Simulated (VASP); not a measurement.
# TaN (Fm-3m) in VASP: notebook, part 2 of 2

VASP 6.6.1.

### Step 3. Single point, r2SCAN+U

This run uses another cell than the first one, of 10.64 Å³/atom.

File POSCAR:

```
TaN
1.0
    0.0000000000      2.1997568928      2.1997568928
    2.1997568928      0.0000000000      2.1997568928
    2.1997568928      2.1997568928      0.0000000000
Ta N
1 1
Direct
    0.5000000000      0.5000000000      0.5000000000
    0.0000000000      0.0000000000      0.0000000000
```

File INCAR.step1:

```
SYSTEM = TaN
ALGO = Normal
EDIFF = 1E-5
ENCUT = 770
GGA = PE
GGA_COMPAT = .False.
ISMEAR = -1
LASPH = .True.
LCHARG = .False.
LDAU = .True.
LDAUJ = 0 0
LDAUL = 2 -1
LDAUTYPE = 2
LDAUU = 1 0
LMAXMIX = 4
LREAL = .False.
LWAVE = .True.
NBANDS = 16
NELM = 200
PREC = Accurate
SIGMA = 0.05
```

File INCAR.step2:

```
SYSTEM = TaN
ALGO = Normal
EDIFF = 1E-6
ENCUT = 770
GGA_COMPAT = .False.
ISIF = 2
ISMEAR = -1
ISTART = 1
LASPH = .True.
LCHARG = .False.
LDAU = .True.
LDAUJ = 0 0
LDAUL = 2 -1
LDAUPRINT = 1
LDAUTYPE = 2
LDAUU = 1 0
LMAXMIX = 4
LMIXTAU = .True.
LREAL = .False.
LWAVE = .False.
METAGGA = R2SCAN
NBANDS = 16
NELM = 200
PREC = Accurate
SIGMA = 0.05
```

File KPOINTS:

```
k-points
0
Gamma
  10 10 10
  0 0 0
```

Potentials or basis: VASP PAW PBE potentials, release 64 (Ta_sv_GW, N).

Command:

```console
$ cat potpaw_PBE.64/Ta_sv_GW/POTCAR potpaw_PBE.64/N/POTCAR > POTCAR
$ cp INCAR.step1 INCAR
$ mpirun -np 1 vasp_std > vasp.out
$ cp INCAR.step2 INCAR
$ mpirun -np 1 vasp_std > vasp.out
```

OUTCAR:

```text
SYSTEM = TaN
   EDIFF = 1E-6
   ENCUT = 770
   ISIF = 2
   ISMEAR = -1
   ISTART = 1
   LASPH = .True.
   LREAL = .False.
   METAGGA = R2SCAN
   NELM = 200
   PREC = Accurate

 ion  position               nearest neighbor table
   1  0.500  0.500  0.500-   2 2.20   2 2.20   2 2.20   2 2.20   2 2.20   2 2.20
   2  0.000  0.000  0.000-   1 2.20   1 2.20   1 2.20   1 2.20   1 2.20   1 2.20

  LATTYP: Found a face centered cubic cell.
 ALAT       =     4.3995137856

  Lattice vectors:

 A1 = (   0.0000000000,   2.1997568928,   2.1997568928)
 A2 = (   2.1997568928,   0.0000000000,   2.1997568928)
 A3 = (   2.1997568928,   2.1997568928,   0.0000000000)

Analysis of symmetry for initial positions (statically):
=====================================================================
 Subroutine PRICEL returns:
 Original cell was already a primitive cell.

 Routine SETGRP: Setting up the symmetry group for a
 face centered cubic supercell.

 Subroutine GETGRP returns: Found 48 space group operations
 (whereof 48 operations were pure point group operations)
 out of a pool of 48 trial point group operations.

The static configuration has the point symmetry O_h .

Analysis of symmetry for dynamics (positions and initial velocities):
=====================================================================
 Subroutine PRICEL returns:
 Original cell was already a primitive cell.

 Routine SETGRP: Setting up the symmetry group for a
 face centered cubic supercell.

 Subroutine GETGRP returns: Found 48 space group operations
 (whereof 48 operations were pure point group operations)
 out of a pool of 48 trial point group operations.

The dynamic configuration has the point symmetry O_h .

 Subroutine INISYM returns: Found 48 space group operations
 (whereof 48 operations are pure point group operations),
 and found     1 'primitive' translations

----------------------------------------------------------------------------------------

                                     Primitive cell

  volume of cell :      21.2889

  direct lattice vectors                    reciprocal lattice vectors
     0.000000000  2.199756893  2.199756893    -0.227297844  0.227297844  0.227297844
     2.199756893  0.000000000  2.199756893     0.227297844 -0.227297844  0.227297844
     2.199756893  2.199756893  0.000000000     0.227297844  0.227297844 -0.227297844

  length of vectors
     3.110926032  3.110926032  3.110926032     0.393691415  0.393691415  0.393691415

  position of ions in fractional coordinates (direct lattice)
     0.500000000  0.500000000  0.500000000
     0.000000000  0.000000000  0.000000000

  ion indices of the primitive-cell ions
   primitive index   ion index
                 1           1
                 2           2

----------------------------------------------------------------------------------------

 KPOINTS: k-points
[... 85 lines left out ...]
   IALGO  =     38    algorithm
   IMIX   =      4    mixing-type and parameters
     AMIX     =   0.40;   BMIX     =  1.00
     AMIX_MAG =   1.60;   BMIX_MAG =  1.00
  volume/ion in A,a.u.               =      10.64        71.83
  Fermi-wavevector in a.u.,A,eV,Ry     =   1.548036  2.925363 32.605200  2.396415
  Thomas-Fermi vector in A             =   2.653044
   LORBIT       =      0    0 simple, 1 ext, 2 COOP (PROOUT), +10 PAW based schemes
 LDA+U is selected, type is set to LDAUTYPE =  2
   angular momentum for each species LDAUL =     2   -1
   U (eV)           for each species LDAUU =   1.0  0.0
   J (eV)           for each species LDAUJ =   0.0  0.0
   METAGGA = R2SCAN    functional components
   LHFCALC =     F    Hartree Fock is set to
   AEXX    =    0.0000 exact exchange contribution
   IVDW    =     0    specifies the selected vdW correction
   LEPSILON=     F    determine dielectric tensor
   LRPA    =     F    only Hartree local field effects (RPA)
 non-spin polarized calculation
  energy-cutoff  :      770.00
  volume of cell :       21.29
 maximum number of plane-waves:      1056
   NGX = 15   NGY = 15   NGZ = 15

atom =   1  type =  1  l = 2

 onsite density matrix

spin component  1

  0.2640  0.0000 -0.0000 -0.0000 -0.0000
  0.0000  0.2640  0.0000 -0.0000  0.0000
 -0.0000  0.0000  0.1960  0.0000 -0.0000
 -0.0000 -0.0000  0.0000  0.2640 -0.0000
 -0.0000  0.0000 -0.0000 -0.0000  0.1960

spin component  2

  0.2640  0.0000 -0.0000 -0.0000 -0.0000
  0.0000  0.2640  0.0000 -0.0000  0.0000
 -0.0000  0.0000  0.1960  0.0000 -0.0000
 -0.0000 -0.0000  0.0000  0.2640 -0.0000
 -0.0000  0.0000 -0.0000 -0.0000  0.1960

 occupancies and eigenvectors

  o =  0.1960  v =  0.0000  0.0000 -0.0055  0.0000 -1.0000  0.0000  0.0000  0.0000  0.0000  0.0000      0.0000  0.0000  0.0000  0.0000  0.0000  0.0000  0.0000  0.0000  0.0000  0.0000
  o =  0.1960  v =  0.0000  0.0000  0.0000  0.0000  0.0000  0.0000  0.0000 -0.0055  0.0000 -1.0000      0.0000  0.0000  0.0000  0.0000  0.0000  0.0000  0.0000  0.0000  0.0000  0.0000
  o =  0.1960  v =  0.0000  0.0000  0.0000  0.0000  0.0000  0.0000 -0.0000  1.0000  0.0000 -0.0055      0.0000  0.0000  0.0000  0.0000  0.0000  0.0000  0.0000  0.0000  0.0000  0.0000
  o =  0.1960  v =  0.0000 -0.0000  1.0000  0.0000 -0.0055  0.0000  0.0000  0.0000  0.0000  0.0000      0.0000  0.0000  0.0000  0.0000  0.0000  0.0000  0.0000  0.0000  0.0000  0.0000
  o =  0.2640  v =  0.0000 -0.9893 -0.0000  0.1461 -0.0000  0.0000  0.0000  0.0000  0.0000  0.0000      0.0000  0.0000  0.0000  0.0000  0.0000  0.0000  0.0000  0.0000  0.0000  0.0000
  o =  0.2640  v =  0.0000  0.0000  0.0000  0.0000  0.0000  0.0000 -0.9893 -0.0000  0.1461 -0.0000      0.0000  0.0000  0.0000  0.0000  0.0000  0.0000  0.0000  0.0000  0.0000  0.0000
  o =  0.2640  v =  1.0000  0.0000  0.0000  0.0000  0.0000  0.0000  0.0000  0.0000  0.0000  0.0000      0.0000  0.0000  0.0000  0.0000  0.0000  0.0000  0.0000  0.0000  0.0000  0.0000
  o =  0.2640  v =  0.0000  0.0000  0.0000  0.0000  0.0000  1.0000  0.0000  0.0000  0.0000  0.0000      0.0000  0.0000  0.0000  0.0000  0.0000  0.0000  0.0000  0.0000  0.0000  0.0000
  o =  0.2640  v =  0.0000  0.0000  0.0000  0.0000  0.0000  0.0000 -0.1461 -0.0000 -0.9893 -0.0000      0.0000  0.0000  0.0000  0.0000  0.0000  0.0000  0.0000  0.0000  0.0000  0.0000
  o =  0.2640  v =  0.0000 -0.1461 -0.0000 -0.9893 -0.0000  0.0000  0.0000  0.0000  0.0000  0.0000      0.0000  0.0000  0.0000  0.0000  0.0000  0.0000  0.0000  0.0000  0.0000  0.0000

 number of electron      18.0000000 magnetization

 Free energy of the ion-electron system (eV)
  ---------------------------------------------------
  ext. energy  EPLUGINS =         0.00000000
  ---------------------------------------------------
  free energy    TOTEN  =       -61.31671893 eV

  energy without entropy =      -61.31176303  energy(sigma->0) =      -61.31424098

 E-fermi :  13.9995     XC(G=0): -14.7642

 val. band max:       13.8703468254   @ k =  -0.3000   0.4000   0.2000
 cond. band min:      14.0349791244   @ k =  -0.3000   0.3000   0.1000
 fundamental gap:      0.1646322990
 Fermi energy:        13.9995106568

 k-point     1 :       0.0000    0.0000    0.0000
  band No.  band energies     occupation
      1     -57.9042      2.00000
      2     -23.3734      2.00000
      3     -23.3734      2.00000
      4     -23.3734      2.00000
      5      -6.0860      2.00000
      6       9.7719      2.00000
[... 433 lines left out ...]
      3     -23.6164      2.00000
      4     -23.5903      2.00000
      5      -4.5141      2.00000
      6       5.5390      2.00000
[... 8 lines left out ...]
     15      25.1564      0.00000
     16      29.7742      0.00000

 [... further k-points ...]

------------------------ aborting loop because EDIFF is reached ----------------------------------------

  FORCE on cell =-STRESS in cart. coord.  units (eV):
  Direction    XX          YY          ZZ          XY          YZ          ZX
  --------------------------------------------------------------------------------------
  -------------------------------------------------------------------------------------
  Total        0.2810292      0.2810292      0.2810292      0.0000000     -0.0000000     -0.0000000
  in kB       21.1498798     21.1498798     21.1498798      0.0000000     -0.0000000     -0.0000000
  external PRESSURE =      21.1498798 kB  Pullay stress =       0.0000000 kB

 VOLUME and BASIS-vectors are now :
 -----------------------------------------------------------------------------
  energy-cutoff  :      770.00
  volume of cell :       21.29
      direct lattice vectors                 reciprocal lattice vectors
     0.000000000  2.199756893  2.199756893    -0.227297844  0.227297844  0.227297844
     2.199756893  0.000000000  2.199756893     0.227297844 -0.227297844  0.227297844
     2.199756893  2.199756893  0.000000000     0.227297844  0.227297844 -0.227297844

 POSITION                                       TOTAL-FORCE (eV/Angst)
 -----------------------------------------------------------------------------------
      2.19976      2.19976      2.19976         0.000000      0.000000     -0.000000
      0.00000      0.00000      0.00000        -0.000000     -0.000000      0.000000
 -----------------------------------------------------------------------------------
    total drift:                                0.000000      0.000000      0.000000

  FREE ENERGIE OF THE ION-ELECTRON SYSTEM (eV)
  ---------------------------------------------------
  free  energy   TOTEN  =       -61.3167189280 eV

  energy  without entropy=      -61.3117630294  energy(sigma->0) =      -61.31424098
```

Run time: 43 s. Hardware: 1 thread of Intel Xeon 6975P-C (Granite Rapids), shared host; peak memory 0.19 GiB.

Results:

```yaml
Free_energy: -61.3167 eV
Pressure: 2.1 GPa
Band_gap_on_the_k_mesh: zero (bands 9 and 10 overlap by 4.10 eV)
```

Levels at points of the mesh, in eV from the Fermi level:
```tsv
k point	band 6	band 7	band 8	band 9	band 10	band 11	band 12	band 13
(0.00, 0.00, 0.00)	-4.23	-4.23	-4.23	-2.16	-2.16	-2.16	0.24	0.24
(0.50, 0.00, 0.00)	-10.90	-7.98	-7.98	1.94	1.94	2.04	3.86	7.87
(0.50, 0.50, 0.00)	-7.20	-5.63	-5.09	-5.09	2.33	3.57	3.57	4.75
```

Eigenvalues of the final occupation matrices:
```
    site  spin  trace               eigenvalues
site 1 d     1   1.18  0.20 0.20 0.26 0.26 0.26
site 1 d     2   1.18  0.20 0.20 0.26 0.26 0.26
```

Caveat: the PAW data sets were made with another functional, which shifts forces and pressure a little; spin-orbit coupling is left out, which moves the levels of the heavy elements; U without spin polarisation on a metal has little footing.

The gap in the log of VASP goes by the Fermi energy; the results here count the filled bands.